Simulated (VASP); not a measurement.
Wanted: the native input for a VASP 6.6.1 run.

```
Task                   : single point
Functional             : PBE
Potentials or basis    : VASP PAW PBE potentials, release 64 (Pd, Pb_d, C)
Cutoff                 : 520 eV
k mesh                 : 6 × 6 × 6
Occupations            : fermi-dirac, width 0.1 eV
Spin                   : no spin polarisation
Dipole correction      : no
Further INCAR settings : ALGO = Normal; EDIFF = 1e-06; NBANDS = 32
```

The structure of Pd3PbC lies in POSCAR:

```
Pd3PbC
1.0
    4.3274156641      0.0000000000      0.0000000000
    0.0000000000      4.3274156641      0.0000000000
    0.0000000000      0.0000000000      4.3274156641
Pd Pb C
3 1 1
Direct
    0.0000000000      0.5000000000      0.5000000000
    0.5000000000      0.5000000000      0.0000000000
    0.5000000000      0.0000000000      0.5000000000
    0.0000000000      0.0000000000      0.0000000000
    0.5000000000      0.5000000000      0.5000000000
```

The input as run:

INCAR

```
SYSTEM = Pd3PbC
  PREC = Accurate
  ENCUT = 520
  EDIFF = 1E-6
  ISMEAR = -1
  SIGMA = 0.1
  LREAL = .False.
  LASPH = .True.
  NELM = 100
  ALGO = Normal
  ISIF = 2
  LWAVE = .False.
  LCHARG = .False.
  GGA = PE
  NBANDS = 32
```

KPOINTS

```
regular mesh
0
Gamma
  6 6 6
  0 0 0
```

Potentials or basis: VASP PAW PBE potentials, release 64 (Pd, Pb_d, C).

Launch:

```sh
$ cat potpaw_PBE.64/Pd/POTCAR potpaw_PBE.64/Pb_d/POTCAR potpaw_PBE.64/C/POTCAR > POTCAR
$ mpirun -np 1 vasp_std > vasp.out
```

Results of the run:

```
Pressure               : -3.6 GPa
Band gap on the k mesh : zero (bands 24 and 25 overlap by 1.11 eV)
```

Caveat: the cell stands under tension; spin-orbit coupling is left out, which moves the levels of the heavy elements.

Wall time 48 s on 1 thread of Intel Xeon 8259CL (shared host), peak memory 0.21 GiB.
